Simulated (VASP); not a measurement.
# CdSe (Fm-3m) in VASP: further runs

The runs below take CdSe through single point, with PBEsol.

Program: VASP 6.6.1. These are calculated values, not measurements. Logs are shortened: lines on timing, memory, paths and dates and some standing lists are left out, and cuts for length are marked.

## Step 1: The cell of the first run

Symmetry: Fm-3m, No. 225, cubic system. The conventional cell has a = 5.631 Å, b = 5.631 Å, c = 5.631 Å, α = 90.00°, β = 90.00°, γ = 90.00°. Within 3.7 Å of Cd (site symmetry m-3m) lie 6 Se at 2.82 Å. Se (site symmetry m-3m) has 6 Cd at 2.82 Å within 3.7 Å.

## Step 2: Single point, PBEsol

Contents of INCAR:

```
SYSTEM = CdSe
PREC = Accurate
ENCUT = 500
EDIFF = 1E-6
ISMEAR = -1
SIGMA = 0.02
LREAL = .False.
LASPH = .True.
NELM = 120
ALGO = Normal
ISIF = 2
LWAVE = .False.
LCHARG = .False.
GGA = PS
NBANDS = 16
GGA_COMPAT = .False.
```

Contents of KPOINTS:

```
regular mesh
0
Gamma
  6 6 6
  0 0 0
```

Contents of POSCAR:

```
CdSe
1.0
    0.0000000000      2.8152893338      2.8152893338
    2.8152893338      0.0000000000      2.8152893338
    2.8152893338      2.8152893338      0.0000000000
Cd Se
1 1
Direct
    0.0000000000      0.0000000000      0.0000000000
    0.5000000000      0.5000000000      0.5000000000
```

Potentials or basis: VASP PAW PBE potentials, release 64 (Cd, Se).

Run with:

```sh
$ cat potpaw_PBE.64/Cd/POTCAR potpaw_PBE.64/Se/POTCAR > POTCAR
$ mpirun -np 1 vasp_std > vasp.out
```

OUTCAR:

```text
SYSTEM = CdSe
   PREC = Accurate
   ENCUT = 500
   EDIFF = 1E-6
   ISMEAR = -1
   LREAL = .False.
   LASPH = .True.
   NELM = 120
   ISIF = 2
   GGA = PS

 ion  position               nearest neighbor table
   1  0.000  0.000  0.000-   2 2.82   2 2.82   2 2.82   2 2.82   2 2.82   2 2.82
   2  0.500  0.500  0.500-   1 2.82   1 2.82   1 2.82   1 2.82   1 2.82   1 2.82

  LATTYP: Found a face centered cubic cell.
 ALAT       =     5.6305786676

  Lattice vectors:

 A1 = (   0.0000000000,   2.8152893338,   2.8152893338)
 A2 = (   2.8152893338,   0.0000000000,   2.8152893338)
 A3 = (   2.8152893338,   2.8152893338,   0.0000000000)

Analysis of symmetry for initial positions (statically):
=====================================================================
 Subroutine PRICEL returns:
 Original cell was already a primitive cell.

 Routine SETGRP: Setting up the symmetry group for a
 face centered cubic supercell.

 Subroutine GETGRP returns: Found 48 space group operations
 (whereof 48 operations were pure point group operations)
 out of a pool of 48 trial point group operations.

The static configuration has the point symmetry O_h .

Analysis of symmetry for dynamics (positions and initial velocities):
=====================================================================
 Subroutine PRICEL returns:
 Original cell was already a primitive cell.

 Routine SETGRP: Setting up the symmetry group for a
 face centered cubic supercell.

 Subroutine GETGRP returns: Found 48 space group operations
 (whereof 48 operations were pure point group operations)
 out of a pool of 48 trial point group operations.

The dynamic configuration has the point symmetry O_h .

 Subroutine INISYM returns: Found 48 space group operations
 (whereof 48 operations are pure point group operations),
 and found     1 'primitive' translations

----------------------------------------------------------------------------------------

                                     Primitive cell

  volume of cell :      44.6271

  direct lattice vectors                    reciprocal lattice vectors
     0.000000000  2.815289334  2.815289334    -0.177601639  0.177601639  0.177601639
     2.815289334  0.000000000  2.815289334     0.177601639 -0.177601639  0.177601639
     2.815289334  2.815289334  0.000000000     0.177601639  0.177601639 -0.177601639

  length of vectors
     3.981420358  3.981420358  3.981420358     0.307615062  0.307615062  0.307615062

  position of ions in fractional coordinates (direct lattice)
     0.000000000  0.000000000  0.000000000
     0.500000000  0.500000000  0.500000000

  ion indices of the primitive-cell ions
   primitive index   ion index
                 1           1
                 2           2

----------------------------------------------------------------------------------------

 KPOINTS: regular mesh

Automatic generation of k-mesh.
 Grid dimensions read from file:
 generate k-points for:    6    6    6

 Generating k-lattice:

  Cartesian coordinates                     Fractional coordinates (reciprocal lattice)
    -0.029600273  0.029600273  0.029600273     0.166666667  0.000000000  0.000000000
     0.029600273 -0.029600273  0.029600273     0.000000000  0.166666667  0.000000000
     0.029600273  0.029600273 -0.029600273     0.000000000  0.000000000  0.166666667

  Length of vectors
     0.051269177  0.051269177  0.051269177

  Shift w.r.t. Gamma in fractional coordinates (k-lattice)
     0.000000000  0.000000000  0.000000000

 Subroutine IBZKPT returns following result:
 ===========================================

 Found     16 irreducible k-points:

 Following reciprocal coordinates:
            Coordinates               Weight
  0.000000  0.000000  0.000000      1.000000
  0.166667  0.000000  0.000000      8.000000
  0.333333  0.000000  0.000000      8.000000
  0.500000  0.000000  0.000000      4.000000
  0.166667  0.166667  0.000000      6.000000
  0.333333  0.166667  0.000000     24.000000
[... 8 lines left out ...]
 -0.333333  0.333333  0.166667     24.000000
 -0.333333  0.500000  0.166667     12.000000
   k-points           NKPTS =     16   k-points in BZ     NKDIM =     16   number of bands    NBANDS=     16
   number of dos      NEDOS =    301   number of ions     NIONS =      2
   total plane-waves  NPLWV =  27000
   dimension x,y,z NGX =    30 NGY =   30 NGZ =   30
   dimension x,y,z NGXF=    60 NGYF=   60 NGZF=   60
   ions per type =               1   1
   NGX,Y,Z   is equivalent  to a cutoff of  12.53, 12.53, 12.53 a.u.
   NGXF,Y,Z  is equivalent  to a cutoff of  25.05, 25.05, 25.05 a.u.
 SYSTEM =  CdSe
   PREC   = accura    normal or accurate (medium, high low for compatibility)
   ISTART =      0    job   : 0-new  1-cont  2-samecut
   ICHARG =      2    charge: 1-file 2-atom 10-const
   ISPIN  =      1    spin polarized calculation?
   LNONCOLLINEAR =      F non collinear calculations
   LSORBIT =      F    spin-orbit coupling
   LASPH  =      T    aspherical Exc in radial PAW
   ENCUT  =  500.0 eV  36.75 Ry    6.06 a.u.   7.26  7.26  7.26*2*pi/ulx,y,z
   NELM   =    120;   NELMIN=  2; NELMDL= -5     # of ELM steps
   EDIFF  = 0.1E-05   stopping-criterion for ELM
   LREAL  =      F    real-space projection
   EDIFFG = 0.1E-04   stopping-criterion for IOM
   NSW    =      0    number of steps for IOM
   IBRION =     -1    ionic relax: 0-MD 1-quasi-New 2-CG
   NFREE  =      0    steps in history (QN), initial steepest desc. (CG)
   ISIF   =      2    stress and relaxation
   ISYM   =      2    0-nonsym 1-usesym 2-fastsym
   POTIM  = 0.5000    time-step for ionic-motion
   TEBEG  =    0.0;   TEEND  =   0.0 temperature during run
   PSTRESS=    0.0 pullay stress
   NELECT =      18.0000    total number of electrons
   NUPDOWN=      -1.0000    fix difference up-down
   EMIN   =  10.00;   EMAX   =-10.00  energy-range for DOS
   EFERMI =   0.00;   METHOD = LEGACY
   ISMEAR =    -1;   SIGMA  =   0.02  broadening in eV -4-tet -1-fermi 0-gaus
   EFERMI_NEDOS =   21; number of points for ismear=-14 and -15
   IALGO  =     38    algorithm
   IMIX   =      4    mixing-type and parameters
     AMIX     =   0.40;   BMIX     =  1.00
     AMIX_MAG =   1.60;   BMIX_MAG =  1.00
  volume/ion in A,a.u.               =      22.31       150.58
  Fermi-wavevector in a.u.,A,eV,Ry     =   1.209575  2.285764 19.906283  1.463071
  Thomas-Fermi vector in A             =   2.345148
   LORBIT       =      0    0 simple, 1 ext, 2 COOP (PROOUT), +10 PAW based schemes
   GGA     = PS    functional components
   LHFCALC =     F    Hartree Fock is set to
   AEXX    =    0.0000 exact exchange contribution
   IVDW    =     0    specifies the selected vdW correction
   LEPSILON=     F    determine dielectric tensor
   LRPA    =     F    only Hartree local field effects (RPA)
 non-spin polarized calculation
  energy-cutoff  :      500.00
  volume of cell :       44.63
 maximum number of plane-waves:      1158
 NGX is ok and might be reduce to    30
   NGX = 15   NGY = 15   NGZ = 15

 number of electron      17.9999992 magnetization

 Free energy of the ion-electron system (eV)
  ---------------------------------------------------
  ext. energy  EPLUGINS =         0.00000000
  ---------------------------------------------------
  free energy    TOTEN  =        -5.98549793 eV

  energy without entropy =       -5.98393505  energy(sigma->0) =       -5.98471649

 E-fermi :   2.6945     XC(G=0): -10.4843

 val. band max:        2.6654634999   @ k =   0.5000   0.0000   0.0000
 cond. band min:       2.9110728094   @ k =   0.0000   0.0000   0.0000
 fundamental gap:      0.2456093094
 Fermi energy:         2.6945398757

 k-point     1 :       0.0000    0.0000    0.0000
  band No.  band energies     occupation
      1     -10.6127      2.00000
      2      -5.3126      2.00000
      3      -5.3126      2.00000
      4      -5.2931      2.00000
      5      -5.2931      2.00000
      6      -5.2931      2.00000
[... 8 lines left out ...]
     15      12.6862      0.00000
     16      12.6862      0.00000

 k-point     2 :       0.1667    0.0000    0.0000
  band No.  band energies     occupation
      1     -10.3920      2.00000
      2      -5.3811      2.00000
      3      -5.3811      2.00000
      4      -5.3170      2.00000
      5      -5.2535      2.00000
      6      -5.2535      2.00000
[... 8 lines left out ...]
     15      12.3159      0.00000
     16      12.3159      0.00000

 k-point     3 :       0.3333    0.0000    0.0000
  band No.  band energies     occupation
      1      -9.8701      2.00000
      2      -5.5168      2.00000
      3      -5.5168      2.00000
      4      -5.4130      2.00000
      5      -5.1683      2.00000
      6      -5.1683      2.00000
[... 8 lines left out ...]
     15      13.8961      0.00000
     16      13.8961      0.00000

 k-point     4 :       0.5000    0.0000    0.0000
  band No.  band energies     occupation
      1      -9.5469      2.00000
      2      -5.5822      2.00000
      3      -5.5822      2.00000
      4      -5.5144      2.00000
      5      -5.1248      2.00000
      6      -5.1248      2.00000
[... 8 lines left out ...]
     15      15.7021      0.00000
     16      15.7021      0.00000
[... 172 lines left out ...]
 k-point    14 :       0.5000    0.3333    0.1667
  band No.  band energies     occupation
      1      -9.7045      2.00000
      2      -5.4287      2.00000
      3      -5.3509      2.00000
      4      -5.3461      2.00000
      5      -5.1348      2.00000
      6      -5.0367      2.00000
[... 8 lines left out ...]
     15      16.1736      0.00000
     16      16.7908      0.00000

 k-point    15 :      -0.3333    0.3333    0.1667
  band No.  band energies     occupation
      1      -9.5706      2.00000
      2      -5.4786      2.00000
      3      -5.3243      2.00000
      4      -5.2997      2.00000
      5      -5.0955      2.00000
      6      -4.8895      2.00000
[... 8 lines left out ...]
     15      14.6046      0.00000
     16      17.2853      0.00000

 k-point    16 :      -0.3333    0.5000    0.1667
  band No.  band energies     occupation
      1      -9.6131      2.00000
      2      -5.3758      2.00000
      3      -5.3670      2.00000
      4      -5.1932      2.00000
      5      -5.0635      2.00000
      6      -4.6190      2.00000
[... 8 lines left out ...]
     15      15.9552      0.00000
     16      17.8030      0.00000

------------------------ aborting loop because EDIFF is reached ----------------------------------------

  FORCE on cell =-STRESS in cart. coord.  units (eV):
  Direction    XX          YY          ZZ          XY          YZ          ZX
  --------------------------------------------------------------------------------------
  -------------------------------------------------------------------------------------
  Total        0.1132878      0.1132878      0.1132878     -0.0000000     -0.0000000      0.0000000
  in kB        4.0671919      4.0671919      4.0671919     -0.0000000     -0.0000000      0.0000000
  external PRESSURE =       4.0671919 kB  Pullay stress =       0.0000000 kB

 VOLUME and BASIS-vectors are now :
 -----------------------------------------------------------------------------
  energy-cutoff  :      500.00
  volume of cell :       44.63
      direct lattice vectors                 reciprocal lattice vectors
     0.000000000  2.815289334  2.815289334    -0.177601639  0.177601639  0.177601639
     2.815289334  0.000000000  2.815289334     0.177601639 -0.177601639  0.177601639
     2.815289334  2.815289334  0.000000000     0.177601639  0.177601639 -0.177601639

 POSITION                                       TOTAL-FORCE (eV/Angst)
 -----------------------------------------------------------------------------------
      0.00000      0.00000      0.00000         0.000000      0.000000      0.000000
      2.81529      2.81529      2.81529        -0.000000     -0.000000     -0.000000
 -----------------------------------------------------------------------------------
    total drift:                               -0.000000      0.000000      0.000000

  FREE ENERGIE OF THE ION-ELECTRON SYSTEM (eV)
  ---------------------------------------------------
  free  energy   TOTEN  =        -5.9854979350 eV

  energy  without entropy=       -5.9839350453  energy(sigma->0) =       -5.98471649
```

It took 23 s on 1 thread of Intel Xeon 8259CL, shared host; peak memory 0.17 GiB.

Results:

```yaml
Free_energy: -5.9855 eV
Pressure: 0.4 GPa
Band_gap_on_the_k_mesh: zero (band 9 reaches 2.67 eV, above the bottom of band 10 at 2.14 eV)
```

Caveat: the PAW data sets were made with another functional, which shifts forces and pressure a little.

## Step 3: Single point, PBEsol

This run uses another cell than the first one, of 22.79 Å³/atom, 1.021 times its volume.

Contents of INCAR:

```
PREC = Accurate
ENCUT = 500
EDIFF = 1E-6
ISMEAR = -1
SIGMA = 0.02
LREAL = False
LASPH = True
NELM = 120
ALGO = Normal
ISIF = 2
LWAVE = False
LCHARG = True
GGA = PS
LELF = True
LVHAR = True
NBANDS = 16
GGA_COMPAT = False
```

Contents of KPOINTS:

```
regular mesh
0
Gamma
  6 6 6
```

Contents of POSCAR:

```
CdSe
1.0
    0.0000000000      2.8351159683      2.8351159683
    2.8351159683      0.0000000000      2.8351159683
    2.8351159683      2.8351159683      0.0000000000
Cd Se
1 1
Direct
    0.0000000000      0.0000000000      0.0000000000
    0.5000000000      0.5000000000      0.5000000000
```

Potentials or basis: VASP PAW PBE potentials, release 64 (Cd, Se).

Run with:

```sh
$ cat potpaw_PBE.64/Cd/POTCAR potpaw_PBE.64/Se/POTCAR > POTCAR
$ mpirun -np 1 vasp_std > vasp.out
```

OUTCAR:

```text
PREC = Accurate
   ENCUT = 500
   EDIFF = 1E-6
   ISMEAR = -1
   LREAL = False
   LASPH = True
   NELM = 120
   ISIF = 2
   GGA = PS

 ion  position               nearest neighbor table
   1  0.000  0.000  0.000-   2 2.84   2 2.84   2 2.84   2 2.84   2 2.84   2 2.84
   2  0.500  0.500  0.500-   1 2.84   1 2.84   1 2.84   1 2.84   1 2.84   1 2.84

  LATTYP: Found a face centered cubic cell.
 ALAT       =     5.6702319366

  Lattice vectors:

 A1 = (   0.0000000000,   2.8351159683,   2.8351159683)
 A2 = (   2.8351159683,   0.0000000000,   2.8351159683)
 A3 = (   2.8351159683,   2.8351159683,   0.0000000000)

Analysis of symmetry for initial positions (statically):
=====================================================================
 Subroutine PRICEL returns:
 Original cell was already a primitive cell.

 Routine SETGRP: Setting up the symmetry group for a
 face centered cubic supercell.

 Subroutine GETGRP returns: Found 48 space group operations
 (whereof 48 operations were pure point group operations)
 out of a pool of 48 trial point group operations.

The static configuration has the point symmetry O_h .

Analysis of symmetry for dynamics (positions and initial velocities):
=====================================================================
 Subroutine PRICEL returns:
 Original cell was already a primitive cell.

 Routine SETGRP: Setting up the symmetry group for a
 face centered cubic supercell.

 Subroutine GETGRP returns: Found 48 space group operations
 (whereof 48 operations were pure point group operations)
 out of a pool of 48 trial point group operations.

The dynamic configuration has the point symmetry O_h .

 Subroutine INISYM returns: Found 48 space group operations
 (whereof 48 operations are pure point group operations),
 and found     1 'primitive' translations

[... 102 lines left out ...]
   IALGO  =     38    algorithm
   IMIX   =      4    mixing-type and parameters
     AMIX     =   0.40;   BMIX     =  1.00
     AMIX_MAG =   1.60;   BMIX_MAG =  1.00
  volume/ion in A,a.u.               =      22.79       153.78
  Fermi-wavevector in a.u.,A,eV,Ry     =   1.201116  2.269780 19.628838  1.442679
  Thomas-Fermi vector in A             =   2.336933
   LORBIT       =      0    0 simple, 1 ext, 2 COOP (PROOUT), +10 PAW based schemes
   GGA     = PS    functional components
   LHFCALC =     F    Hartree Fock is set to
   AEXX    =    0.0000 exact exchange contribution
   IVDW    =     0    specifies the selected vdW correction
   LEPSILON=     F    determine dielectric tensor
   LRPA    =     F    only Hartree local field effects (RPA)
 non-spin polarized calculation
  energy-cutoff  :      500.00
  volume of cell :       45.58
 maximum number of plane-waves:      1173
 NGX is ok and might be reduce to    30
   NGX = 15   NGY = 15   NGZ = 15

 number of electron      17.9999996 magnetization

 Free energy of the ion-electron system (eV)
  ---------------------------------------------------
  ext. energy  EPLUGINS =         0.00000000
  ---------------------------------------------------
  free energy    TOTEN  =        -5.98345008 eV

  energy without entropy =       -5.98186930  energy(sigma->0) =       -5.98265969

 E-fermi :   2.4959     XC(G=0): -10.3826

 val. band max:        2.4633397369   @ k =   0.5000   0.0000   0.0000
 cond. band min:       2.6268127066   @ k =   0.0000   0.0000   0.0000
 fundamental gap:      0.1634729697
 Fermi energy:         2.4959376865

 k-point     1 :       0.0000    0.0000    0.0000
  band No.  band energies     occupation
      1     -10.6702      2.00000
      2      -5.4595      2.00000
      3      -5.4595      2.00000
      4      -5.4405      2.00000
      5      -5.4405      2.00000
      6      -5.4405      2.00000
[... 281 lines left out ...]
      3      -5.5080      2.00000
      4      -5.3443      2.00000
      5      -5.2248      2.00000
      6      -4.8102      2.00000
[... 8 lines left out ...]
     15      15.6324      0.00000
     16      17.5240      0.00000

------------------------ aborting loop because EDIFF is reached ----------------------------------------

  FORCE on cell =-STRESS in cart. coord.  units (eV):
  Direction    XX          YY          ZZ          XY          YZ          ZX
  --------------------------------------------------------------------------------------
  -------------------------------------------------------------------------------------
  Total       -0.3025157     -0.3025157     -0.3025157      0.0000000      0.0000000     -0.0000000
  in kB      -10.6344748    -10.6344748    -10.6344748      0.0000000      0.0000000     -0.0000000
  external PRESSURE =     -10.6344748 kB  Pullay stress =       0.0000000 kB

 VOLUME and BASIS-vectors are now :
 -----------------------------------------------------------------------------
  energy-cutoff  :      500.00
  volume of cell :       45.58
      direct lattice vectors                 reciprocal lattice vectors
     0.000000000  2.835115968  2.835115968    -0.176359629  0.176359629  0.176359629
     2.835115968  0.000000000  2.835115968     0.176359629 -0.176359629  0.176359629
     2.835115968  2.835115968  0.000000000     0.176359629  0.176359629 -0.176359629

 POSITION                                       TOTAL-FORCE (eV/Angst)
 -----------------------------------------------------------------------------------
      0.00000      0.00000      0.00000        -0.000000     -0.000000     -0.000000
      2.83512      2.83512      2.83512         0.000000      0.000000      0.000000
 -----------------------------------------------------------------------------------
    total drift:                               -0.000000      0.000000      0.000000

  FREE ENERGIE OF THE ION-ELECTRON SYSTEM (eV)
  ---------------------------------------------------
  free  energy   TOTEN  =        -5.9834500766 eV

  energy  without entropy=       -5.9818692994  energy(sigma->0) =       -5.98265969
```

Run time: 23 s. Hardware: 1 thread of Intel Xeon 8259CL, shared host; peak memory 0.17 GiB.

What came out:

```
Free energy            : -5.9835 eV
Pressure               : -1.1 GPa
Band gap on the k mesh : zero (band 9 reaches 2.46 eV, above the bottom of band 10 at 1.95 eV)
```

Levels at points of the mesh, in eV from the Fermi level:
```csv
k point,band 5,band 6,band 7,band 8,band 9,band 10,band 11,band 12,band 13,band 14
"(0.00, 0.00, 0.00)",-7.94,-7.94,-0.67,-0.67,-0.67,0.13,8.61,8.61,8.61,9.88
"(0.50, 0.00, 0.00)",-7.78,-7.78,-5.18,-0.03,-0.03,2.87,5.17,5.17,6.18,11.24
"(0.50, 0.50, 0.00)",-7.72,-7.18,-4.39,-2.22,-2.22,-0.55,5.31,9.90,10.51,10.51
```

Caveat: the PAW data sets were made with another functional, which shifts forces and pressure a little.
